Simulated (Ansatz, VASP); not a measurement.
# Si: VASP beside Ansatz

```
CELL_PARAMETERS angstrom
3.83191 0.00000 0.00000
-1.91595 3.31853 0.00000
0.00000 0.00000 6.34182
ATOMIC_POSITIONS crystal
Si 0.33333 0.66667 0.00632
Si 0.66667 0.33333 0.56309
Si 0.33333 0.66667 0.43691
Si 0.66667 0.33333 0.93691
```

Alike in both runs: task single point; functional r2SCAN; k mesh 12 × 12 × 4; occupations gaussian, width 0.05 eV; no spin polarisation.

|  | VASP | Ansatz |
| --- | --- | --- |
| version | VASP 6.6.1 | Ansatz 0.2.0 |
| potentials or method | VASP PAW PBE potentials, release 64 (Si), cutoff 520 eV | scalar-relativistic, plane waves, PAW |
| valence electrons in the cell | 16 | 16 |

```csv
,VASP,Ansatz,Ansatz less VASP
gap on the k mesh at the Fermi level (eV),none,none,-
pressure (GPa),1.6,1.8,+0.23
"traceless stress, the component that is largest in VASP (GPa)",-4.89,-4.97,-0.081
rms of the force components (eV/Å),1.043,1.043,-0.0003
```

VASP's potentials were made for PBE, not for r2SCAN. Atom by atom the forces differ by 0.005 eV/Å (rms over components). A gap of «none» marks a metal or a gap that the smearing closes.
